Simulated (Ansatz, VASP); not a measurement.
Two plane-wave programs on CaHf4

INCAR

```
PREC     = Accurate       # precision mode
ENCUT    = 520            # plane-wave cutoff, eV
EDIFF    = 1E-6           # SCF threshold, eV
ISMEAR   = 0              # smearing method
SIGMA    = 0.1            # smearing width, eV
LREAL    = False          # projectors in reciprocal space
LASPH    = True           # aspherical terms in the spheres
NELM     = 60             # most SCF steps
ALGO     = Normal         # electronic algorithm
ISIF     = 2              # what is computed and relaxed
LWAVE    = False          # write WAVECAR
LCHARG   = False          # write CHGCAR
GGA      = PE             # functional
NBANDS   = 33             # bands
```

The input KPOINTS:

```
Automatic mesh
0
Gamma
  6 6 4
```

POSCAR

```
CaHf4
1.0
    5.1165662100      0.0000000000      0.0000000000
   -2.5582831000      4.4310763200      0.0000000000
    0.0000000000      0.0000000000      5.0429980300
Ca Hf
1 4
Direct
    0.0000000000      0.0000000000      0.5000000000
    0.4508048700      0.0000000000      0.5000000000
    0.0000000000      0.4508048700      0.5000000000
    0.5491951300      0.5491951300      0.5000000000
    0.0000000000      0.0000000000      0.0000000000
```

Input for Ansatz:

```yaml
crystal:
  lattice:
    - [5.11656621, 0.0, 0.0]
    - [-2.5582831, 4.43107632, 0.0]
    - [0.0, 0.0, 5.04299803]
  atoms:
    - { symbol: Ca, position: [0.0, 0.0, 0.5] }
    - { symbol: Hf, position: [0.45080487, 0.0, 0.5] }
    - { symbol: Hf, position: [0.0, 0.45080487, 0.5] }
    - { symbol: Hf, position: [0.54919513, 0.54919513, 0.5] }
    - { symbol: Hf, position: [0.0, 0.0, 0.0] }
basis:
  ecutwfc: 420
kpoints:
  mp_grid: { grid: [6, 6, 4] }
hamiltonian:
  xc: pbe
scf:
  occupations: { method: gaussian, width: 0.1 }
  lower_state_search: "off"
output:
  forces: true
  stress: true
  eigenvalues: true
```

Alike in both runs: task single point; functional PBE; k mesh 6 × 6 × 4; occupations gaussian, width 0.1 eV; no spin polarisation.

|  | VASP | Ansatz |
| --- | --- | --- |
| version | VASP 6.6.1 | Ansatz 0.2.0 |
| potentials or method | VASP PAW PBE potentials, release 64 (Ca_sv, Hf_pv), cutoff 520 eV | scalar-relativistic, plane waves, PAW |
| valence electrons in the cell | 50 | 114 |

```csv
,VASP,Ansatz,Ansatz less VASP
gap on the k mesh at the Fermi level (eV),none,none,-
rms of the force components (eV/Å),0.900,0.893,-0.0066
```

Atom by atom the forces differ by 0.007 eV/Å (rms over components). A gap of «none» marks a metal or a gap that the smearing closes. VASP's potentials hold 50 valence electrons a cell and Ansatz's 114, so a difference there can come from the potentials and not from the codes.

Spin-orbit coupling is off throughout.
